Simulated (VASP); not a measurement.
# Ru (P6_3/mmc) in VASP: notebook, part 2 of 2

VASP 6.6.1. Earlier steps stand in the parts before.

### Step 3. Relaxation of cell and atoms, r2SCAN

This run uses another cell than the first one, of 13.57 Å³/atom.

Input file POSCAR:

```
Ru
1.0
    2.7058000000      0.0000000000      0.0000000000
   -1.3529000000      2.3432915376      0.0000000000
    0.0000000000      0.0000000000      4.2819000000
Ru
2
Direct
    0.3333333333      0.6666666667      0.2500000000
    0.6666666667      0.3333333333      0.7500000000
```

Input file INCAR.step1:

```
SYSTEM = Ru
PREC = Accurate
ENCUT = 550
ISMEAR = 0
SIGMA = 0.2
LREAL = .FALSE.
LASPH = .TRUE.
NELM = 120
GGA = PE
ALGO = Normal
EDIFF = 1E-5
LWAVE = .TRUE.
LCHARG = .FALSE.
GGA_COMPAT = .FALSE.
IBRION = 2
ISIF = 3
EDIFFG = -0.005
NELMIN = 4
NSW = 100
```

Input file INCAR.step2:

```
SYSTEM = Ru
PREC = Accurate
ENCUT = 550
EDIFF = 1E-7
ISMEAR = 0
SIGMA = 0.2
LREAL = .FALSE.
LASPH = .TRUE.
NELM = 120
ALGO = Normal
ISIF = 3
LWAVE = .FALSE.
LCHARG = .FALSE.
METAGGA = R2SCAN
LMIXTAU = .TRUE.
IBRION = 2
NSW = 80
EDIFFG = -0.001
ISTART = 1
GGA_COMPAT = .FALSE.
NELMIN = 4
```

Input file KPOINTS:

```
Automatic mesh
0
G
  18 18 12
  0 0 0
```

Potentials or basis: VASP PAW PBE potentials, release 64 (Ru_pv).

The run is started by

```sh
$ cat potpaw_PBE.64/Ru_pv/POTCAR > POTCAR
$ cp INCAR.step1 INCAR
$ mpirun -np 1 vasp_std > vasp.out
$ cp INCAR.step2 INCAR
$ mpirun -np 1 vasp_std > vasp.out
```

OUTCAR:

```text
SYSTEM = Ru
   PREC = Accurate
   ENCUT = 550
   EDIFF = 1E-7
   ISMEAR = 0
   LREAL = .FALSE.
   LASPH = .TRUE.
   NELM = 120
   ISIF = 3
   METAGGA = R2SCAN
   IBRION = 2
   NSW = 80
   EDIFFG = -0.001
   ISTART = 1
   NELMIN = 4

 ion  position               nearest neighbor table
   1  0.333  0.667  0.250-   2 2.65   2 2.65   2 2.65   2 2.65   2 2.65   2 2.65
   2  0.667  0.333  0.750-   1 2.65   1 2.65   1 2.65   1 2.65   1 2.65   1 2.65

  LATTYP: Found a hexagonal cell.
 ALAT       =     2.7058000000
 C/A-ratio  =     1.5824894671

  Lattice vectors:

 A1 = (   2.7058000000,   0.0000000000,   0.0000000000)
 A2 = (  -1.3529000000,   2.3432915376,   0.0000000000)
 A3 = (   0.0000000000,   0.0000000000,   4.2819000000)

Analysis of symmetry for initial positions (statically):
[... 429 lines left out ...]
 number of electron      28.0000001 magnetization

 Free energy of the ion-electron system (eV)
  ---------------------------------------------------
  ext. energy  EPLUGINS =         0.00000000
  ---------------------------------------------------
  free energy    TOTEN  =       -50.87212092 eV

  energy without entropy =      -50.84056506  energy(sigma->0) =      -50.85634299

 E-fermi :  12.7654     XC(G=0): -15.4190

 val. band max:       12.7636043188   @ k =   0.2778   0.0556   0.0833
 cond. band min:      12.7824113741   @ k =   0.3889   0.0000   0.2500
 fundamental gap:      0.0188070553
 Fermi energy:        12.7654454341

 k-point     1 :       0.0000    0.0000    0.0000
  band No.  band energies     occupation
      1     -32.3400      2.00000
      2     -31.3282      2.00000
      3     -31.3282      2.00000
      4     -31.1411      2.00000
      5     -31.1411      2.00000
      6     -31.0916      2.00000
[... 481 lines left out ...]
      5     -31.4095      2.00000
      6     -31.3250      2.00000
[... 10 lines left out ...]
     17      16.6675      0.00000
     18      20.5005      0.00000

 [... further k-points ...]
[... 5 lines left out ...]
  --------------------------------------------------------------------------------------
  -------------------------------------------------------------------------------------
  Total       -0.0004544     -0.0004544     -0.0004017     -0.0000000      0.0000000      0.0000000
  in kB       -0.0268563     -0.0268563     -0.0237402     -0.0000000      0.0000000      0.0000000
  external PRESSURE =      -0.0258176 kB  Pullay stress =       0.0000000 kB
[... 17 lines left out ...]
  FREE ENERGIE OF THE ION-ELECTRON SYSTEM (eV)
  ---------------------------------------------------
  free  energy   TOTEN  =       -50.8721209151 eV

  energy  without entropy=      -50.8405650634  energy(sigma->0) =      -50.85634299

 reached required accuracy - stopping structural energy minimisation
```

OUTCAR.step1:

```text
SYSTEM = Ru
   PREC = Accurate
   ENCUT = 550
   ISMEAR = 0
   LREAL = .FALSE.
   LASPH = .TRUE.
   NELM = 120
   GGA = PE
   EDIFF = 1E-5
   IBRION = 2
[... 907 lines left out ...]
  -------------------------------------------------------------------------------------
  Total        0.0010439      0.0010439      0.0014186      0.0000000      0.0000000      0.0000000
  in kB        0.0607642      0.0607642      0.0825706      0.0000000      0.0000000      0.0000000
  external PRESSURE =       0.0680330 kB  Pullay stress =       0.0000000 kB
[... 17 lines left out ...]
  FREE ENERGIE OF THE ION-ELECTRON SYSTEM (eV)
  ---------------------------------------------------
  free  energy   TOTEN  =       -18.4850726777 eV

  energy  without entropy=      -18.4515220219  energy(sigma->0) =      -18.46829735

 reached required accuracy - stopping structural energy minimisation
```

Wall time 27 min (1 thread of Intel Xeon 6975P-C (Granite Rapids), shared host); peak memory 0.26 GiB.

Results:

```yaml
Free_energy: -50.8721 eV
Relaxed_volume: 13.56 Å³/atom
Relaxed_cell: a = 2.708 Å, b = 2.708 Å, c = 4.270 Å, α = 90.00°, β = 90.00°, γ = 120.00°
Space_group_after_relaxing_to_0.1_Å: P6_3/mmc (No. 194)
Energy_gained_by_relaxing: 0.2 meV/atom
Ionic_steps: 8
Pressure_after_relaxing: 0.0 GPa
Band_gap_on_the_k_mesh: zero (bands 14 and 15 overlap by 3.37 eV)
```

Step by step:
| step | energy change (eV) | largest force (eV/Å) | pressure (GPa) | volume (Å³) |
| --- | --- | --- | --- | --- |
| 1 | 0.0000 | 0.0000 | -0.53 | 27.15 |
| 2 | 0.0007 | 0.0000 | 1.82 | 26.97 |
| 3 | -0.0003 | 0.0000 | 0.31 | 27.08 |
| 4 | -0.0003 | 0.0000 | -0.44 | 27.15 |
| 5 | -0.0004 | 0.0000 | 0.02 | 27.11 |
| 6 | -0.0004 | 0.0000 | 0.01 | 27.11 |
| 7 | -0.0004 | 0.0000 | -0.01 | 27.11 |
| 8 | -0.0004 | 0.0000 | 0.00 | 27.11 |

Final structure:
```cif
data_structure
_symmetry_space_group_name_H-M 'P 1'
_symmetry_Int_Tables_number 1
_cell_length_a 2.7076
_cell_length_b 2.7076
_cell_length_c 4.2702
_cell_angle_alpha 90.000
_cell_angle_beta 90.000
_cell_angle_gamma 120.000
_cell_volume 27.11
loop_
_atom_site_label
_atom_site_type_symbol
_atom_site_fract_x
_atom_site_fract_y
_atom_site_fract_z
_atom_site_occupancy
Ru1 Ru 0.33333 0.66667 0.25000 1
Ru2 Ru 0.66667 0.33333 0.75000 1
```

Caveat: the PAW data sets were made with another functional, which shifts forces and pressure a little.

The gap in the log of VASP goes by the Fermi energy; the results here count the filled bands.